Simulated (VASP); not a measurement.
# LiCl (Fm-3m) in VASP: a series of runs, part 3 of 3

VASP 6.6.1. The steps go on from the part before.

## 5. Single point, PBEsol-based screened hybrid with 25 % exact exchange

Input file POSCAR:

```
LiCl
1.0
    0.0000000000      2.5647700000      2.5647700000
    2.5647700000      0.0000000000      2.5647700000
    2.5647700000      2.5647700000      0.0000000000
Cl Li
1 1
Direct
    0.5000000000      0.5000000000      0.5000000000
    0.0000000000      0.0000000000      0.0000000000
```

Input file INCAR.step1:

```
SYSTEM = LiCl
ALGO = Normal
EDIFF = 1E-5
ENCUT = 520
GGA = PE
ISIF = 2
ISMEAR = -1
LASPH = .TRUE.
LREAL = .FALSE.
LWAVE = .TRUE.
NBANDS = 12
NELM = 100
PREC = Accurate
SIGMA = 0.05
```

Input file INCAR.step2:

```
SYSTEM = LiCl
AEXX = 0.25
ALGO = Normal
EDIFF = 1E-7
ENCUT = 520
GGA = PS
HFSCREEN = 0.207
ISIF = 2
ISMEAR = -1
ISTART = 1
LASPH = .TRUE.
LCHARG = .TRUE.
LELF = .TRUE.
LHFCALC = .TRUE.
LREAL = .FALSE.
LVHAR = .TRUE.
LWAVE = .FALSE.
NBANDS = 12
NELM = 100
PREC = Accurate
PRECFOCK = Normal
SIGMA = 0.05
```

Input file KPOINTS:

```
k-points
0
G
  5 5 5
  0 0 0
```

Potentials or basis: VASP PAW PBE potentials, release 64 (Cl, Li_sv).

Command:

```
$ cat potpaw_PBE.64/Cl/POTCAR potpaw_PBE.64/Li_sv/POTCAR > POTCAR
$ cp INCAR.step1 INCAR
$ mpirun -np 1 vasp_std > vasp.out
$ cp INCAR.step2 INCAR
$ mpirun -np 1 vasp_std > vasp.out
```

OUTCAR:

```text
SYSTEM = LiCl
   AEXX = 0.25
   EDIFF = 1E-7
   ENCUT = 520
   GGA = PS
   HFSCREEN = 0.207
   ISIF = 2
   ISMEAR = -1
   ISTART = 1
   LASPH = .TRUE.
   LHFCALC = .TRUE.
   LREAL = .FALSE.
   NELM = 100
   PREC = Accurate
   PRECFOCK = Normal

 ion  position               nearest neighbor table
   1  0.500  0.500  0.500-   2 2.56   2 2.56   2 2.56   2 2.56   2 2.56   2 2.56
   2  0.000  0.000  0.000-   1 2.56   1 2.56   1 2.56   1 2.56   1 2.56   1 2.56

  LATTYP: Found a face centered cubic cell.
 ALAT       =     5.1295400000

  Lattice vectors:

 A1 = (   0.0000000000,   2.5647700000,   2.5647700000)
 A2 = (   2.5647700000,   0.0000000000,   2.5647700000)
 A3 = (   2.5647700000,   2.5647700000,   0.0000000000)

Analysis of symmetry for initial positions (statically):
=====================================================================
 Subroutine PRICEL returns:
 Original cell was already a primitive cell.

 Routine SETGRP: Setting up the symmetry group for a
 face centered cubic supercell.

 Subroutine GETGRP returns: Found 48 space group operations
 (whereof 48 operations were pure point group operations)
 out of a pool of 48 trial point group operations.

The static configuration has the point symmetry O_h .

Analysis of symmetry for dynamics (positions and initial velocities):
=====================================================================
 Subroutine PRICEL returns:
 Original cell was already a primitive cell.

 Routine SETGRP: Setting up the symmetry group for a
 face centered cubic supercell.

 Subroutine GETGRP returns: Found 48 space group operations
 (whereof 48 operations were pure point group operations)
 out of a pool of 48 trial point group operations.

The dynamic configuration has the point symmetry O_h .

 Subroutine INISYM returns: Found 48 space group operations
 (whereof 48 operations are pure point group operations),
 and found     1 'primitive' translations

----------------------------------------------------------------------------------------

                                     Primitive cell

  volume of cell :      33.7423

  direct lattice vectors                    reciprocal lattice vectors
     0.000000000  2.564770000  2.564770000    -0.194949255  0.194949255  0.194949255
     2.564770000  0.000000000  2.564770000     0.194949255 -0.194949255  0.194949255
     2.564770000  2.564770000  0.000000000     0.194949255  0.194949255 -0.194949255

  length of vectors
     3.627132518  3.627132518  3.627132518     0.337662014  0.337662014  0.337662014

  position of ions in fractional coordinates (direct lattice)
     0.500000000  0.500000000  0.500000000
     0.000000000  0.000000000  0.000000000

  ion indices of the primitive-cell ions
   primitive index   ion index
                 1           1
                 2           2

----------------------------------------------------------------------------------------

 KPOINTS: k-points

Automatic generation of k-mesh.
 Grid dimensions read from file:
 generate k-points for:    5    5    5

 Generating k-lattice:

  Cartesian coordinates                     Fractional coordinates (reciprocal lattice)
    -0.038989851  0.038989851  0.038989851     0.200000000  0.000000000  0.000000000
[... 33 lines left out ...]
   NGXF,Y,Z  is equivalent  to a cutoff of  25.67, 25.67, 25.67 a.u.
 SYSTEM =  LiCl
   PREC   = accura    normal or accurate (medium, high low for compatibility)
   ISTART =      1    job   : 0-new  1-cont  2-samecut
   ICHARG =      0    charge: 1-file 2-atom 10-const
   ISPIN  =      1    spin polarized calculation?
   LNONCOLLINEAR =      F non collinear calculations
   LSORBIT =      F    spin-orbit coupling
   LASPH  =      T    aspherical Exc in radial PAW
   ENCUT  =  520.0 eV  38.22 Ry    6.18 a.u.   6.74  6.74  6.74*2*pi/ulx,y,z
   NELM   =    100;   NELMIN=  2; NELMDL=  0     # of ELM steps
   EDIFF  = 0.1E-06   stopping-criterion for ELM
   LREAL  =      F    real-space projection
   EDIFFG = 0.1E-05   stopping-criterion for IOM
   NSW    =      0    number of steps for IOM
   IBRION =     -1    ionic relax: 0-MD 1-quasi-New 2-CG
   NFREE  =      0    steps in history (QN), initial steepest desc. (CG)
   ISIF   =      2    stress and relaxation
   ISYM   =      3    0-nonsym 1-usesym 2-fastsym
   POTIM  = 0.5000    time-step for ionic-motion
   TEBEG  =    0.0;   TEEND  =   0.0 temperature during run
   PSTRESS=    0.0 pullay stress
   NELECT =      10.0000    total number of electrons
   NUPDOWN=      -1.0000    fix difference up-down
   EMIN   =  10.00;   EMAX   =-10.00  energy-range for DOS
   EFERMI =   0.00;   METHOD = LEGACY
   ISMEAR =    -1;   SIGMA  =   0.05  broadening in eV -4-tet -1-fermi 0-gaus
   EFERMI_NEDOS =   21; number of points for ismear=-14 and -15
   IALGO  =     38    algorithm
   IMIX   =      1    mixing-type and parameters
     AMIX     =   0.40;   BMIX     =  1.00
     AMIX_MAG =   1.60;   BMIX_MAG =  1.00
  volume/ion in A,a.u.               =      16.87       113.85
  Fermi-wavevector in a.u.,A,eV,Ry     =   1.091482  2.062601 16.209056  1.191332
  Thomas-Fermi vector in A             =   2.227728
   LORBIT       =      0    0 simple, 1 ext, 2 COOP (PROOUT), +10 PAW based schemes
   GGA     = PS    functional components
   LHFCALC =     T    Hartree Fock is set to
   PRECFOCK=normal    Normal, Fast or Accurate (Low or Medium for compatibility)
   ENCUT4O =  -1.0   cutoff for four orbital integrals eV
   NKREDX  =     1    reduce k-point grid by
   NKREDY  =     1    reduce k-point grid by
   NKREDZ  =     1    reduce k-point grid by
   AEXX    =    0.2500 exact exchange contribution
   HFSCREEN=    0.2070 screening length (either q_TF or 0.3 A-1)
   HFSCREENC=   0.2070 screening length for correlation (either q_TF or 0.3 A-1)
   ENCUTFOCK=  -1.0 apply spherical cutoff to Coloumb kernel
   IVDW    =     0    specifies the selected vdW correction
   LEPSILON=     F    determine dielectric tensor
   LRPA    =     F    only Hartree local field effects (RPA)
 non-spin polarized calculation
  energy-cutoff  :      520.00
  volume of cell :       33.74
 maximum number of plane-waves:       922
  NGX = 24; NGY = 24; NGZ = 24

 number of electron      10.0000005 magnetization

 Free energy of the ion-electron system (eV)
  ---------------------------------------------------
  ext. energy  EPLUGINS =         0.00000000
  ---------------------------------------------------
  free energy    TOTEN  =        -8.65903330 eV

  energy without entropy =       -8.65903330  energy(sigma->0) =       -8.65903330

 E-fermi :   0.8517     XC(G=0):  -7.4062

 val. band max:       -0.4202175577   @ k =   0.0000   0.0000   0.0000
 cond. band min:       7.1345023927   @ k =   0.0000   0.0000   0.0000
 fundamental gap:      7.5547199504
 Fermi energy:         0.8517400456

 k-point     1 :       0.0000    0.0000    0.0000
  band No.  band energies     occupation
      1     -46.2009      2.00000
      2     -15.0882      2.00000
      3      -0.4202      2.00000
      4      -0.4202      2.00000
      5      -0.4202      2.00000
      6       7.1345      0.00000
      7      12.9341      0.00000
      8      12.9341      0.00000
      9      12.9341      0.00000
     10      15.6969      0.00000
     11      15.6972      0.00000
     12      15.7057      0.00000
[... 121 lines left out ...]
 k-point    10 :      -0.4000    0.4000    0.2000
  band No.  band energies     occupation
      1     -46.1968      2.00000
      2     -14.2601      2.00000
      3      -2.9663      2.00000
      4      -2.3037      2.00000
      5      -1.3662      2.00000
      6      10.2046      0.00000
      7      10.5803      0.00000
      8      10.7639      0.00000
      9      12.8480      0.00000
     10      16.0656      0.00000
     11      17.7608      0.00000
     12      20.2405      0.00000

------------------------ aborting loop because EDIFF is reached ----------------------------------------

  FORCE on cell =-STRESS in cart. coord.  units (eV):
  Direction    XX          YY          ZZ          XY          YZ          ZX
  --------------------------------------------------------------------------------------
  -------------------------------------------------------------------------------------
  Total       -0.3290955     -0.3290955     -0.3290955     -0.0000000      0.0000000      0.0000000
  in kB      -15.6263416    -15.6263416    -15.6263416     -0.0000000      0.0000000      0.0000000
  external PRESSURE =     -15.6263416 kB  Pullay stress =       0.0000000 kB

 VOLUME and BASIS-vectors are now :
 -----------------------------------------------------------------------------
  energy-cutoff  :      520.00
  volume of cell :       33.74
      direct lattice vectors                 reciprocal lattice vectors
     0.000000000  2.564770000  2.564770000    -0.194949255  0.194949255  0.194949255
     2.564770000  0.000000000  2.564770000     0.194949255 -0.194949255  0.194949255
     2.564770000  2.564770000  0.000000000     0.194949255  0.194949255 -0.194949255

 POSITION                                       TOTAL-FORCE (eV/Angst)
 -----------------------------------------------------------------------------------
      2.56477      2.56477      2.56477         0.000000     -0.000000      0.000000
      0.00000      0.00000      0.00000        -0.000000      0.000000      0.000000
 -----------------------------------------------------------------------------------
    total drift:                               -0.000001     -0.000000     -0.000000

  FREE ENERGIE OF THE ION-ELECTRON SYSTEM (eV)
  ---------------------------------------------------
  free  energy   TOTEN  =        -8.6590332983 eV

  energy  without entropy=       -8.6590332983  energy(sigma->0) =       -8.65903330
```

Wall time 5.8 min (1 thread of Intel Xeon Platinum 8259CL at 2.50GHz (Skylake/Cascade Lake), shared host); peak memory 0.25 GiB.

Results:

- Free energy: -8.6590 eV
- Band gap on the k mesh: 7.55 eV

Levels at points of the mesh, in eV from the valence-band top:
```tsv
k point	band 3	band 4	band 5	band 6	band 7	band 8
(0.00, 0.00, 0.00)	0.00	0.00	0.00	7.55	13.35	13.35
```

Caveat: the k points lie up to 0.42 Å⁻¹ apart; the cutoff is under 1.25 times the usual one of these potentials, so pressure, stress and relaxed cells hold a basis-set (Pulay) error; the PAW data sets were made with another functional, which shifts forces and pressure a little.

## 6. Relaxation of cell and atoms, PBEsol-based screened hybrid with 25 % exact exchange

POSCAR is that of step 5.

Input file INCAR.step1:

```
SYSTEM = LiCl
PREC     = Accurate       ! precision mode
ENCUT    = 600            ! plane-wave cutoff, eV
EDIFF    = 1E-5           ! SCF threshold, eV
ISMEAR   = -1             ! smearing method
SIGMA    = 0.05           ! smearing width, eV
LREAL    = .False.        ! projectors in reciprocal space
LASPH    = .True.         ! aspherical terms in the spheres
NELM     = 100            ! most SCF steps
ALGO     = Normal         ! electronic algorithm
LWAVE    = .True.         ! write WAVECAR
LCHARG   = .False.        ! write CHGCAR
GGA      = PE             ! functional
NBANDS   = 12             ! bands
```

Input file INCAR.step2:

```
SYSTEM = LiCl
PREC     = Accurate       ! precision mode
ENCUT    = 600            ! plane-wave cutoff, eV
EDIFF    = 1E-7           ! SCF threshold, eV
ISMEAR   = -1             ! smearing method
SIGMA    = 0.05           ! smearing width, eV
LREAL    = .False.        ! projectors in reciprocal space
LASPH    = .True.         ! aspherical terms in the spheres
NELM     = 100            ! most SCF steps
ALGO     = Normal         ! electronic algorithm
ISIF     = 3              ! what is computed and relaxed
LWAVE    = .False.        ! write WAVECAR
LCHARG   = .False.        ! write CHGCAR
GGA      = PS             ! functional
LHFCALC  = .True.         ! exact exchange
AEXX     = 0.25           ! exact-exchange fraction
HFSCREEN = 0.207          ! screening, 1/A
PRECFOCK = Normal       
IBRION   = 2              ! ionic algorithm
NSW      = 60             ! ionic steps
EDIFFG   = -0.01          ! ionic threshold
ISTART   = 1
```

Input file KPOINTS:

```
Automatic mesh
0
Gamma
  5 5 5
  0 0 0
```

Potentials or basis: VASP PAW PBE potentials, release 64 (Cl, Li_sv).

Command:

```
$ cat potpaw_PBE.64/Cl/POTCAR potpaw_PBE.64/Li_sv/POTCAR > POTCAR
$ cp INCAR.step1 INCAR
$ mpirun -np 1 vasp_std > vasp.out
$ cp INCAR.step2 INCAR
$ mpirun -np 1 vasp_std > vasp.out
```

Run time: 22 min. Hardware: 1 thread of Intel Xeon Platinum 8259CL at 2.50GHz (Skylake/Cascade Lake), shared host; peak memory 0.28 GiB.

It converged, with:

| Property | Result |
| --- | --- |
| Free energy | -8.6673 eV |
| Relaxed volume | 16.08 Å³/atom |
| Relaxed cell | a = 3.569 Å, b = 3.569 Å, c = 3.569 Å, α = 60.00°, β = 60.00°, γ = 60.00° |
| Space group after relaxing (to 0.1 Å) | Fm-3m (No. 225) |
| Energy gained by relaxing | 4.1 meV/atom |
| Ionic steps | 3 |
| Pressure after relaxing | 0.0 GPa |
| Band gap on the k mesh | 7.85 eV |

The path:
| step | energy change (eV) | largest force (eV/Å) | pressure (GPa) | volume (Å³) |
| --- | --- | --- | --- | --- |
| 1 | 0.0000 | 0.0000 | -1.59 | 33.74 |
| 2 | -0.0061 | 0.0000 | -0.82 | 32.93 |
| 3 | -0.0081 | 0.0000 | 0.00 | 32.16 |

Final structure:
```xyz
2
Lattice="0.0000 2.5240 2.5240 2.5240 0.0000 2.5240 2.5240 2.5240 0.0000" Properties=species:S:1:pos:R:3 pbc="T T T"
Cl    2.5240    2.5240    2.5240
Li    0.0000    0.0000    0.0000
```

Levels at points of the mesh, in eV from the valence-band top:
```csv
k point,band 1,band 2,band 3,band 4,band 5,band 6,band 7,band 8,band 9
"(0.00, 0.00, 0.00)",-45.70,-14.86,0.00,0.00,0.00,7.85,13.40,13.40,13.40
```

Caveat: the k points lie up to 0.43 Å⁻¹ apart in the final cell; the cutoff is under 1.25 times the usual one of these potentials, so pressure, stress and relaxed cells hold a basis-set (Pulay) error; the PAW data sets were made with another functional, which shifts forces and pressure a little; an odd mesh through Γ misses points on the zone boundary, where band edges can lie.

## 7. Summary

```csv
task,level,cell,k mesh,cutoff (eV),grid for exact exchange (PRECFOCK),share of exact exchange,screening parameter,gap on the mesh (eV),pressure (GPa),relaxed volume (Å³/atom)
relaxation of cell and atoms,revPBE+D4,"relaxed from a = 3.627 Å, angles 60.0°, 2 atoms",9 × 9 × 9,600,-,-,-,6.67,0.0,16.49
relaxation of cell and atoms,BLYP+D4,"relaxed from a = 3.627 Å, angles 60.0°, 2 atoms",9 × 9 × 9,600,-,-,-,6.61,0.0,16.57
single point,PBEsol-based screened hybrid with 25 % exact exchange,"a = 3.572 Å, angles 60.0°, 2 atoms",5 × 5 × 5,520,Normal,0.25,0.207 1/Å,7.84,-,-
single point,PBEsol-based screened hybrid with 25 % exact exchange,"a = 3.627 Å, angles 60.0°, 2 atoms",5 × 5 × 5,520,Normal,0.25,0.207 1/Å,7.55,-,-
relaxation of cell and atoms,PBEsol-based screened hybrid with 25 % exact exchange,"relaxed from a = 3.627 Å, angles 60.0°, 2 atoms",5 × 5 × 5,600,Normal,0.25,0.207 1/Å,7.85,0.0,16.08
```

Alike in all rows: potentials or basis VASP PAW PBE potentials, release 64 (Cl, Li_sv); no spin polarisation; smearing fermi-dirac 0.05 eV.

Caveats: some runs use coarse meshes; the cutoff is under 1.25 times the usual one of these potentials, so pressure, stress and relaxed cells hold a basis-set (Pulay) error; the PAW data sets were made with another functional, which shifts forces and pressure a little; an odd mesh through Γ misses points on the zone boundary, where band edges can lie (at least some runs).

Absolute energies hang on the potentials; compare differences alone.
